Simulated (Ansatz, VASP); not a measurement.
# ZnCu in VASP and in Ansatz

Contents of INCAR:

```
PREC = Accurate
ENCUT = 520
EDIFF = 1E-6
ISMEAR = -1
SIGMA = 0.05
LREAL = F
LASPH = T
NELM = 100
ALGO = Normal
ISIF = 2
LWAVE = F
LCHARG = F
GGA = PE
NBANDS = 18
```

Contents of KPOINTS:

```
Automatic mesh
0
Gamma
  10 10 10
```

Contents of POSCAR:

```
ZnCu
1.0
    2.9450000000      0.0000000000      0.0000000000
    0.0000000000      2.9450000000      0.0000000000
    0.0000000000      0.0000000000      2.9450000000
Zn Cu
1 1
Direct
    0.4100000000      0.4100000000      0.4100000000
    0.0900000000      0.0900000000      0.0900000000
```

Input for Ansatz:

```yaml
crystal:
  lattice:
    - [2.945, 0.0, 0.0]
    - [0.0, 2.945, 0.0]
    - [0.0, 0.0, 2.945]
  atoms:
    - { symbol: Zn, position: [0.41, 0.41, 0.41] }
    - { symbol: Cu, position: [0.09, 0.09, 0.09] }
kpoints:
  mp_grid: { grid: [10, 10, 10] }
scf:
  occupations: { method: fermi_dirac, width: 0.05 }
hamiltonian:
  xc: pbe
  pseudopotentials: { kind: all_electron, lapw: { basis_error: 0.001 } }
output:
  forces: true
  stress: true
  eigenvalues: true
  populations: true
```

Change from the starting cell: shortest bond scaled by 0.64, LAPW.

Alike in both runs: task single point; functional PBE; k mesh 10 × 10 × 10; occupations fermi-dirac, width 0.05 eV; no spin polarisation.

|  | VASP | Ansatz |
| --- | --- | --- |
| version | VASP 6.6.1 | Ansatz 0.2.0 |
| potentials or method | VASP PAW PBE potentials, release 64 (Zn, Cu), cutoff 520 eV | all-electron LAPW, scalar-relativistic |

```tsv
	VASP	Ansatz	Ansatz less VASP
pressure (GPa)	86.0	91.1	+5.07
traceless stress, the component that is largest in VASP (GPa)	75.02	80.51	+5.488
rms of the force components (eV/Å)	13.694	14.596	+0.9021
```

Atom by atom the forces differ by 0.902 eV/Å (rms over components). Both programs put the cell under a high pressure, so it lies far from rest at this level. Ansatz ran all-electron here, and VASP with PAW potentials.

Noted on VASP's run: the cell as given lies far from equilibrium.
